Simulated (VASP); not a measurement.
Wanted: the native input for a VASP 6.6.1 run.

* Task: single point
* Functional: LDA
* Potentials or basis: VASP PAW LDA potentials, release 64 (Ti_sv)
* Cutoff: 520 eV
* k mesh: 6 × 6 × 4
* Occupations: fermi-dirac, width 0.1 eV
* Spin: no spin polarisation
* Dipole correction: no
* Further INCAR settings: ALGO = Normal; EDIFF = 1e-06; NBANDS = 19

The structure of Ti lies in POSCAR:

```
Ti
1.0
    2.8638698861      0.0000000000      0.0000000000
   -1.4319349430      2.4801840745      0.0000000000
    0.0000000000      0.0000000000      4.5399943151
Ti
2
Direct
    0.3333333333      0.6666666667      0.2500000000
    0.6666666667      0.3333333333      0.7500000000
```

The input as run:

INCAR

```
ALGO = Normal
EDIFF = 1E-6
ENCUT = 520
ISIF = 2
ISMEAR = -1
LASPH = True
LCHARG = False
LREAL = False
LWAVE = False
NBANDS = 19
NELM = 100
PREC = Accurate
SIGMA = 0.1
```

KPOINTS

```
k-points
0
Gamma
  6 6 4
```

Potentials or basis: VASP PAW LDA potentials, release 64 (Ti_sv).

The run is started by

```bash
$ cat potpaw_LDA.64/Ti_sv/POTCAR > POTCAR
$ mpirun -np 1 vasp_std > vasp.out
```

Results of the run:

```json
{
 "Pressure": "-0.2 GPa",
 "Band gap on the k mesh": "zero (band 12 reaches 9.69 eV, above the bottom of band 13 at 8.76 eV)"
}
```

Caveat: the k points lie up to 0.42 Å⁻¹ apart.

Run time: 5.8 s on 1 thread of Intel(R) Xeon(R) Platinum 8559C (Emerald Rapids), with other jobs on the host, peak memory 0.13 GiB.
